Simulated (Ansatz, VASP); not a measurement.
Two plane-wave programs on SiO2

```
Si O
1.0
     5.07998    0.00000    0.00000
     0.00000    5.07998    0.00000
     0.00000    0.00000    7.09148
Si O
4 8
Direct
  0.29443 0.29443 0.00000
  0.20557 0.79443 0.25000
  0.70557 0.70557 0.50000
  0.79443 0.20557 0.75000
  0.24096 0.09463 0.17483
  0.40537 0.74096 0.42483
  0.75904 0.90537 0.67483
  0.59463 0.25904 0.92483
  0.74096 0.40537 0.57517
  0.90537 0.75904 0.32517
  0.25904 0.59463 0.07517
  0.09463 0.24096 0.82517
```

Alike in both runs: functional PBE; k mesh 6 × 6 × 4; occupations gaussian, width 0.02 eV; no spin polarisation.

Ansatz relaxed the structure, and its values are those at the end. VASP's run is a single point on that final structure, the one shown.

|  | VASP | Ansatz |
| --- | --- | --- |
| version | VASP 6.6.1 | Ansatz 0.2.0 |
| potentials or method | VASP PAW PBE potentials, release 64 (Si, O), cutoff 520 eV | scalar-relativistic, plane waves, PAW |
| valence electrons in the cell | 64 | 64 |

|  | VASP | Ansatz | Ansatz less VASP |
| --- | --- | --- | --- |
| gap on the k mesh at the Fermi level (eV) | 5.51 | 5.52 | +0.004 |
| least direct gap on the mesh (eV) | 5.51 | 5.52 | +0.004 |
| pressure (GPa) | 0.0 | 0.0 | -0.03 |
| rms of the force components (eV/Å) | 0.010 | 0.001 | -0.0089 |

The functional is the same, so the differences come from potentials, cutoffs and numerics.
